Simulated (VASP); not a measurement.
Here is a VASP 6.6.1 calculation.

Contents of POSCAR:

```
Ca
1.0
   -2.2400000000      2.2400000000      2.2400000000
    2.2400000000     -2.2400000000      2.2400000000
    2.2400000000      2.2400000000     -2.2400000000
Ca
1
Direct
    0.0000000000      0.0000000000      0.0000000000
```

File INCAR.step1:

```
SYSTEM = Ca
ALGO = Normal ; EDIFF = 1E-4
ENCUT = 520 ; GGA = PE
ISMEAR = -1 ; LASPH = .True.
LCHARG = .False. ; LREAL = .False.
LWAVE = .True. ; NBANDS = 11
NELM = 80 ; PREC = Accurate
SIGMA = 0.15
```

File INCAR.step2:

```
SYSTEM = Ca
ALGO = Normal ; EDIFF = 1E-6
ENCUT = 520 ; ISIF = 2
ISMEAR = -1 ; ISTART = 1
LASPH = .True. ; LCHARG = .False.
LMIXTAU = .True. ; LREAL = .False.
LWAVE = .False. ; METAGGA = R2SCAN
NBANDS = 11 ; NELM = 80
PREC = Accurate ; SIGMA = 0.15
```

File KPOINTS:

```
k-points
0
Gamma
  11 11 11
  0 0 0
```

Potentials or basis: VASP PAW PBE potentials, release 64 (Ca_sv).

Launch:

```console
$ cat potpaw_PBE.64/Ca_sv/POTCAR > POTCAR
$ cp INCAR.step1 INCAR
$ mpirun -np 1 vasp_std > vasp.out
$ cp INCAR.step2 INCAR
$ mpirun -np 1 vasp_std > vasp.out
```

Question: What does it give for the band gap on the k mesh?

Answer: Zero (bands 5 and 6 overlap by 0.46 eV).

Question: Estimate the pressure.

Answer: -0.6 GPa.

Caveat: the PAW data sets were made with another functional, which shifts forces and pressure a little.
